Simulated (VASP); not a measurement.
# IrRu2 (P6_3/mmc) in VASP: relaxation of cell and atoms with PBE

Aim: the relaxation of cell and atoms of IrRu2 with PBE.

Program: VASP 6.6.1. These are calculated values, not measurements. Logs are shortened: lines on timing, memory, paths and dates and some standing lists are left out, and cuts for length are marked.

**1. The cell of the first run**

Symmetry: P6_3/mmc, No. 194, hexagonal system. The conventional cell has a = 2.760 Å, b = 2.760 Å, c = 12.795 Å, α = 90.00°, β = 90.00°, γ = 120.00°. Within 3.5 Å of Ru (site symmetry 3m) lie 9 Ru at 2.62 to 2.76 Å and 3 Ir at 2.69 Å. Within 3.5 Å of Ir (site symmetry -6m2) lie 6 Ru at 2.69 Å and 6 Ir at 2.76 Å.

**2. Relaxation of cell and atoms, PBE**

File INCAR:

```
PREC = Accurate ; ENCUT = 600
EDIFF = 1E-6 ; ISMEAR = 0
SIGMA = 0.1 ; LREAL = F
LASPH = T ; NELM = 60
ALGO = Fast ; ISIF = 3
LWAVE = F ; LCHARG = F
GGA = PE ; IBRION = 2
NSW = 100 ; EDIFFG = -0.01
```

File KPOINTS:

```
regular mesh
0
Gamma
  18 18 4
```

File POSCAR:

```
IrRu2
1.0
    2.7600039530      0.0000000000      0.0000000000
   -1.3800019765      2.3902335378      0.0000000000
    0.0000000000      0.0000000000     12.7952584952
Ru Ir
4 2
Direct
    0.3333333333      0.6666666667      0.9189240941
    0.3333333333      0.6666666667      0.5810759059
    0.6666666667      0.3333333333      0.0810759059
    0.6666666667      0.3333333333      0.4189240941
    0.3333333333      0.6666666667      0.2500000000
    0.6666666667      0.3333333333      0.7500000000
```

Potentials or basis: VASP PAW PBE potentials, release 64 (Ru_pv, Ir).

Launch:

```bash
cat potpaw_PBE.64/Ru_pv/POTCAR potpaw_PBE.64/Ir/POTCAR > POTCAR
mpirun -np 1 vasp_std > vasp.out
```

OUTCAR:

```text
PREC = Accurate
   ENCUT = 600
   EDIFF = 1E-6
   ISMEAR = 0
   LREAL = F
   LASPH = T
   NELM = 60
   ISIF = 3
   GGA = PE
   IBRION = 2
   NSW = 100
   EDIFFG = -0.01

 ion  position               nearest neighbor table
   1  0.333  0.667  0.919-   3 2.62   3 2.62   3 2.62   6 2.69   6 2.69   6 2.69
   2  0.333  0.667  0.581-   4 2.62   4 2.62   4 2.62   6 2.69   6 2.69   6 2.69
   3  0.667  0.333  0.081-   1 2.62   1 2.62   1 2.62   5 2.69   5 2.69   5 2.69
   4  0.667  0.333  0.419-   2 2.62   2 2.62   2 2.62   5 2.69   5 2.69   5 2.69
   5  0.333  0.667  0.250-   3 2.69   4 2.69   3 2.69   4 2.69   3 2.69   4 2.69
   6  0.667  0.333  0.750-   1 2.69   2 2.69   1 2.69   2 2.69   1 2.69   2 2.69

  LATTYP: Found a hexagonal cell.
 ALAT       =     2.7600039530
 C/A-ratio  =     4.6359565831

  Lattice vectors:

 A1 = (   2.7600039530,   0.0000000000,   0.0000000000)
 A2 = (  -1.3800019765,   2.3902335378,   0.0000000000)
 A3 = (   0.0000000000,   0.0000000000,  12.7952584952)

Analysis of symmetry for initial positions (statically):
=====================================================================
 Subroutine PRICEL returns:
 Original cell was already a primitive cell.

 Routine SETGRP: Setting up the symmetry group for a
 hexagonal supercell.

 Subroutine GETGRP returns: Found 24 space group operations
 (whereof 12 operations were pure point group operations)
 out of a pool of 24 trial point group operations.

The static configuration has the point symmetry D_3d.
 The point group associated with its full space group is D_6h.

Analysis of symmetry for dynamics (positions and initial velocities):
=====================================================================
 Subroutine PRICEL returns:
 Original cell was already a primitive cell.

 Routine SETGRP: Setting up the symmetry group for a
 hexagonal supercell.

 Subroutine GETGRP returns: Found 24 space group operations
 (whereof 12 operations were pure point group operations)
 out of a pool of 24 trial point group operations.

The dynamic configuration has the point symmetry D_3d.
 The point group associated with its full space group is D_6h.

 Subroutine INISYM returns: Found 24 space group operations
 (whereof 12 operations are pure point group operations),
 and found     1 'primitive' translations

----------------------------------------------------------------------------------------

                                     Primitive cell

  volume of cell :      84.4110

  direct lattice vectors                    reciprocal lattice vectors
     2.760003953  0.000000000  0.000000000     0.362318322  0.209184581  0.000000000
    -1.380001977  2.390233538  0.000000000     0.000000000  0.418369161  0.000000000
     0.000000000  0.000000000 12.795258495     0.000000000  0.000000000  0.078153951

  length of vectors
     2.760003953  2.760003953 12.795258495     0.418369161  0.418369161  0.078153951

  position of ions in fractional coordinates (direct lattice)
     0.333333333  0.666666667  0.918924094
     0.333333333  0.666666667  0.581075906
     0.666666667  0.333333333  0.081075906
     0.666666667  0.333333333  0.418924094
     0.333333333  0.666666667  0.250000000
     0.666666667  0.333333333  0.750000000

  ion indices of the primitive-cell ions
   primitive index   ion index
                 1           1
                 2           2
                 3           3
                 4           4
                 5           5
                 6           6

----------------------------------------------------------------------------------------

 KPOINTS: regular mesh

Automatic generation of k-mesh.
 Grid dimensions read from file:
 generate k-points for:   18   18    4

 Generating k-lattice:

  Cartesian coordinates                     Fractional coordinates (reciprocal lattice)
     0.020128796  0.011621366  0.000000000     0.055555556  0.000000000  0.000000000
     0.000000000  0.023242731  0.000000000     0.000000000  0.055555556  0.000000000
     0.000000000  0.000000000  0.019538488     0.000000000  0.000000000  0.250000000

  Length of vectors
     0.023242731  0.023242731  0.019538488

  Shift w.r.t. Gamma in fractional coordinates (k-lattice)
     0.000000000  0.000000000  0.000000000

 Subroutine IBZKPT returns following result:
 ===========================================

 Found    111 irreducible k-points:

 Following reciprocal coordinates:
            Coordinates               Weight
  0.000000  0.000000  0.000000      1.000000
  0.055556  0.000000  0.000000      6.000000
  0.111111  0.000000  0.000000      6.000000
  0.166667  0.000000  0.000000      6.000000
  0.222222  0.000000  0.000000      6.000000
  0.277778  0.000000  0.000000      6.000000
[... 16 lines left out ...]
  0.333333  0.111111  0.000000     12.000000
  0.388889  0.111111  0.000000     12.000000
 [... further k-points ...]
   k-points           NKPTS =    111   k-points in BZ     NKDIM =    111   number of bands    NBANDS=     44
   number of dos      NEDOS =    301   number of ions     NIONS =      6
   total plane-waves  NPLWV =  62208
   dimension x,y,z NGX =    24 NGY =   24 NGZ =  108
   dimension x,y,z NGXF=    48 NGYF=   48 NGZF=  216
   ions per type =               4   2
   NGX,Y,Z   is equivalent  to a cutoff of  14.46, 14.46, 14.03 a.u.
   NGXF,Y,Z  is equivalent  to a cutoff of  28.91, 28.91, 28.06 a.u.
 SYSTEM =  unknown system
   PREC   = accura    normal or accurate (medium, high low for compatibility)
   ISTART =      0    job   : 0-new  1-cont  2-samecut
   ICHARG =      2    charge: 1-file 2-atom 10-const
   ISPIN  =      1    spin polarized calculation?
   LNONCOLLINEAR =      F non collinear calculations
   LSORBIT =      F    spin-orbit coupling
   LASPH  =      T    aspherical Exc in radial PAW
   ENCUT  =  600.0 eV  44.10 Ry    6.64 a.u.   5.51  5.51 25.56*2*pi/ulx,y,z
   NELM   =     60;   NELMIN=  2; NELMDL= -5     # of ELM steps
   EDIFF  = 0.1E-05   stopping-criterion for ELM
   LREAL  =      F    real-space projection
   EDIFFG = -.1E-01   stopping-criterion for IOM
   NSW    =    100    number of steps for IOM
   IBRION =      2    ionic relax: 0-MD 1-quasi-New 2-CG
   NFREE  =      1    steps in history (QN), initial steepest desc. (CG)
   ISIF   =      3    stress and relaxation
   ISYM   =      2    0-nonsym 1-usesym 2-fastsym
   POTIM  = 0.5000    time-step for ionic-motion
   TEBEG  =    0.0;   TEEND  =   0.0 temperature during run
   PSTRESS=    0.0 pullay stress
   NELECT =      74.0000    total number of electrons
   NUPDOWN=      -1.0000    fix difference up-down
   EMIN   =  10.00;   EMAX   =-10.00  energy-range for DOS
   EFERMI =   0.00;   METHOD = LEGACY
   ISMEAR =     0;   SIGMA  =   0.10  broadening in eV -4-tet -1-fermi 0-gaus
   EFERMI_NEDOS =   21; number of points for ismear=-14 and -15
   IALGO  =     68    algorithm
   IMIX   =      4    mixing-type and parameters
     AMIX     =   0.40;   BMIX     =  1.00
     AMIX_MAG =   1.60;   BMIX_MAG =  1.00
  volume/ion in A,a.u.               =      14.07        94.94
  Fermi-wavevector in a.u.,A,eV,Ry     =   1.566820  2.960860 33.401270  2.454924
  Thomas-Fermi vector in A             =   2.669091
   LORBIT       =      0    0 simple, 1 ext, 2 COOP (PROOUT), +10 PAW based schemes
   GGA     = PE    functional components
   LHFCALC =     F    Hartree Fock is set to
   AEXX    =    0.0000 exact exchange contribution
   IVDW    =     0    specifies the selected vdW correction
   LEPSILON=     F    determine dielectric tensor
   LRPA    =     F    only Hartree local field effects (RPA)
 conjugate gradient relaxation of ions
 non-spin polarized calculation
 RMM-DIIS sequential band-by-band and
 Gauss-broadening in eV      SIGMA  =   0.10
  energy-cutoff  :      600.00
  volume of cell :       84.41
 maximum number of plane-waves:      2869
 NGX is ok and might be reduce to    24
   NGX = 11   NGY = 11   NGZ = 51

--------------------------------------- Ionic step        1  -------------------------------------------

 number of electron      74.0000015 magnetization

 Free energy of the ion-electron system (eV)
  ---------------------------------------------------
  ext. energy  EPLUGINS =         0.00000000
  ---------------------------------------------------
  free energy    TOTEN  =       -54.82368707 eV

  energy without entropy =      -54.79798504  energy(sigma->0) =      -54.81083605

------------------------ aborting loop because EDIFF is reached ----------------------------------------

  FORCE on cell =-STRESS in cart. coord.  units (eV):
  Direction    XX          YY          ZZ          XY          YZ          ZX
  --------------------------------------------------------------------------------------
  -------------------------------------------------------------------------------------
  Total       -2.4807325     -2.4807325      3.6738044      0.0000000      0.0000000     -0.0000000
  in kB      -47.0859585    -47.0859585     69.7312596      0.0000000      0.0000000     -0.0000000
  external PRESSURE =      -8.1468858 kB  Pullay stress =       0.0000000 kB
[... 265 lines left out ...]
  energy  without entropy=      -54.8518256655  energy(sigma->0) =      -54.86489716

--------------------------------------- Ionic step        8  -------------------------------------------

 number of electron      74.0000005 magnetization

 Free energy of the ion-electron system (eV)
  ---------------------------------------------------
  ext. energy  EPLUGINS =         0.00000000
  ---------------------------------------------------
  free energy    TOTEN  =       -54.87798053 eV

  energy without entropy =      -54.85184759  energy(sigma->0) =      -54.86491406

 E-fermi :  11.8122     XC(G=0): -13.9679

 val. band max:       11.8095877908   @ k =   0.1667   0.1667   0.0000
 cond. band min:      11.8134981289   @ k =   0.2778   0.0000   0.2500
 fundamental gap:      0.0039103381
 Fermi energy:        11.8121577890

 k-point     1 :       0.0000    0.0000    0.0000
  band No.  band energies     occupation
      1     -31.7557      2.00000
      2     -31.7478      2.00000
      3     -31.1562      2.00000
      4     -31.1475      2.00000
      5     -31.0543      2.00000
      6     -31.0543      2.00000
[... 1117 lines left out ...]
     43      14.5656      0.00000
     44      14.9344      0.00000

 [... further k-points ...]

------------------------ aborting loop because EDIFF is reached ----------------------------------------

  FORCE on cell =-STRESS in cart. coord.  units (eV):
  Direction    XX          YY          ZZ          XY          YZ          ZX
  --------------------------------------------------------------------------------------
  -------------------------------------------------------------------------------------
  Total       -0.0097869     -0.0097869      0.0263232      0.0000000      0.0000000      0.0000000
  in kB       -0.1865343     -0.1865343      0.5017086      0.0000000      0.0000000      0.0000000
  external PRESSURE =       0.0428800 kB  Pullay stress =       0.0000000 kB
[... 21 lines left out ...]
  FREE ENERGIE OF THE ION-ELECTRON SYSTEM (eV)
  ---------------------------------------------------
  free  energy   TOTEN  =       -54.8779805330 eV

  energy  without entropy=      -54.8518475907  energy(sigma->0) =      -54.86491406

 reached required accuracy - stopping structural energy minimisation
```

Wall time 1.6 h (1 thread of Oxide Virtual Turin-like, shared host); peak memory 0.51 GiB.

What came out:

| Quantity | Value |
| --- | --- |
| Free energy | -54.8780 eV |
| Relaxed volume | 14.01 Å³/atom |
| Relaxed cell | a = 2.733 Å, b = 2.733 Å, c = 12.997 Å, α = 90.00°, β = 90.00°, γ = 120.00° |
| Space group after relaxing (to 0.1 Å) | P6_3/mmc (No. 194) |
| Energy gained by relaxing | 9.0 meV/atom |
| Ionic steps | 8 |
| Pressure after relaxing | 0.0 GPa |
| Largest force after relaxing | 0.004 eV/Å |
| Band gap on the k mesh | zero (bands 37 and 38 overlap by 2.75 eV) |

Forces in eV/Å, atoms in the order of the input:
```
Ru   0.000  0.000  0.004
Ru   0.000  0.000 -0.004
Ru   0.000  0.000 -0.004
Ru   0.000  0.000  0.004
Ir   0.000  0.000  0.000
Ir   0.000  0.000  0.000
```

Step by step:
| step | energy change (eV) | largest force (eV/Å) | pressure (GPa) | volume (Å³) |
| --- | --- | --- | --- | --- |
| 1 | 0.0000 | 0.0180 | -0.81 | 84.41 |
| 2 | -0.0026 | 0.0892 | 2.16 | 83.47 |
| 3 | -0.0539 | 0.0556 | 0.40 | 83.95 |
| 4 | -0.0538 | 0.0567 | 0.46 | 83.94 |
| 5 | -0.0531 | 0.0059 | -1.15 | 84.36 |
| 6 | -0.0541 | 0.0404 | -0.13 | 84.08 |
| 7 | -0.0543 | 0.0113 | 0.00 | 84.06 |
| 8 | -0.0543 | 0.0044 | 0.00 | 84.06 |

Final structure:
```xyz
6
Lattice="2.7328 0.0000 0.0000 -1.3664 2.3667 0.0000 0.0000 0.0000 12.9974" Properties=species:S:1:pos:R:3 pbc="T T T"
Ru    0.0000    1.5778   11.9466
Ru    0.0000    1.5778    7.5496
Ru    1.3664    0.7889    1.0509
Ru    1.3664    0.7889    5.4478
Ir    0.0000    1.5778    3.2494
Ir    1.3664    0.7889    9.7481
```

Caveat: the highest band is partly filled, so the run has too few bands; spin-orbit coupling is left out, which moves the levels of the heavy elements.
